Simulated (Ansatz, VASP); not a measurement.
As2Se in VASP and in Ansatz

The input INCAR:

```
PREC = Accurate ; ENCUT = 500
EDIFF = 1E-7 ; ISMEAR = -1
SIGMA = 0.1 ; LREAL = False
LASPH = True ; NELM = 120
ALGO = Normal ; ISIF = 3
LWAVE = False ; LCHARG = False
GGA = PE ; IVDW = 12
IBRION = 2 ; NSW = 80
EDIFFG = -0.05 ; GGA_COMPAT = False
NELMIN = 4
```

KPOINTS

```
Automatic mesh
0
Gamma
  6 6 6
```

The input POSCAR:

```
As2Se
1.0
   -3.5294200000      3.5294200000      2.6535700000
    3.5294200000     -3.5294200000      2.6535700000
    3.5294200000      3.5294200000     -2.6535700000
As Se
4 2
Direct
   -0.1250000000      0.1250000000     -0.2500000000
    0.3750000000      0.1250000000      0.2500000000
   -0.1250000000      0.1250000000      0.2500000000
   -0.1250000000      0.6250000000     -0.2500000000
    0.5000000000      0.5000000000      0.0000000000
    0.2500000000      0.7500000000      0.5000000000
```

Input for Ansatz:

```yaml
crystal:
  lattice:
    a: 7.05884
    b: 7.05884
    c: 5.30714
    alpha: 90.0
    beta: 90.0
    gamma: 90.0
  space_group: 141
  setting:
    hermann_mauguin: I41/amd
    origin_choice: 1
  atoms:
    - { symbol: As, position: [0.0, 0.75, 0.125] }
    - { symbol: Se, position: [0.0, 0.0, 0.5] }
  reduce_to_primitive: true
basis:
  ecutwfc: 510.0
kpoints:
  mp_grid:
    grid: [6, 6, 6]
hamiltonian:
  xc: pbe
  dispersion: d3bj
scf:
  occupations:
    method: fermi_dirac
relax:
  f_tol: 0.05
  cell: {}
```

Alike in both runs: task relaxation of cell and atoms; functional PBE; dispersion D3(BJ); k mesh 6 × 6 × 6; no spin polarisation.

|  | VASP | Ansatz |
| --- | --- | --- |
| version | VASP 6.6.1 | Ansatz 0.2.0 |
| potentials or method | VASP PAW PBE potentials, release 64 (As, Se), cutoff 500 eV | plane waves, PAW |
| occupations | fermi-dirac, width 0.1 eV | fermi-dirac |
| valence electrons in the cell | 32 | 92 |

```csv
,VASP,Ansatz,Ansatz less VASP
relaxed volume (Å³/atom),21.14,21.06,-0.080
relaxed cell length with the largest relative difference (Å),5.577,5.565,-0.0121
```

VASP's potentials hold 32 valence electrons a cell and Ansatz's 92, so a difference there can come from the potentials and not from the codes.
